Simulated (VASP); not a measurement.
Wanted: the native input for a VASP 6.6.1 run.

* Task: single point
* Functional: PBEsol
* Potentials or basis: VASP PAW PBE potentials, release 64 (Zr_sv, B)
* Cutoff: 520 eV
* k mesh: 15 × 15 × 12
* Occupations: gaussian, width 0.15 eV
* Spin: no spin polarisation
* Dipole correction: no
* Further INCAR settings: ALGO = Normal; EDIFF = 1e-06; NBANDS = 16

The structure of ZrB2 lies in POSCAR:

```
ZrB2
1.0
    3.2179000000      0.0000000000      0.0000000000
   -1.6089500000      2.7867831468      0.0000000000
    0.0000000000      0.0000000000      3.6236000000
Zr B
1 2
Direct
    0.0000000000      0.0000000000      0.0000000000
    0.3333333333      0.6666666667      0.5000000000
    0.6666666667      0.3333333333      0.5000000000
```

One way to write it, as run:

INCAR

```
SYSTEM = ZrB2
ALGO = Normal
EDIFF = 1E-6
ENCUT = 520
GGA = PS
ISIF = 2
ISMEAR = 0
LASPH = .TRUE.
LCHARG = .TRUE.
LELF = .TRUE.
LREAL = .FALSE.
LVHAR = .TRUE.
LWAVE = .FALSE.
NBANDS = 16
NELM = 80
PREC = Accurate
SIGMA = 0.15
```

KPOINTS

```
k-points
0
G
  15 15 12
  0 0 0
```

Potentials or basis: VASP PAW PBE potentials, release 64 (Zr_sv, B).

Command:

```bash
$ cat potpaw_PBE.64/Zr_sv/POTCAR potpaw_PBE.64/B/POTCAR > POTCAR
$ mpirun -np 1 vasp_std > vasp.out
```

It gave:

| Quantity | Value |
| --- | --- |
| Pressure | -15.3 GPa |
| Band gap on the k mesh | zero (bands 9 and 10 overlap by 0.94 eV) |

Caveat: the cell stands under tension; the PAW data sets were made with another functional, which shifts forces and pressure a little.

Run time: 66 s on 1 thread of AMD EPYC 7R13 Processor (Zen 3), with other jobs on the host, peak memory 0.19 GiB.
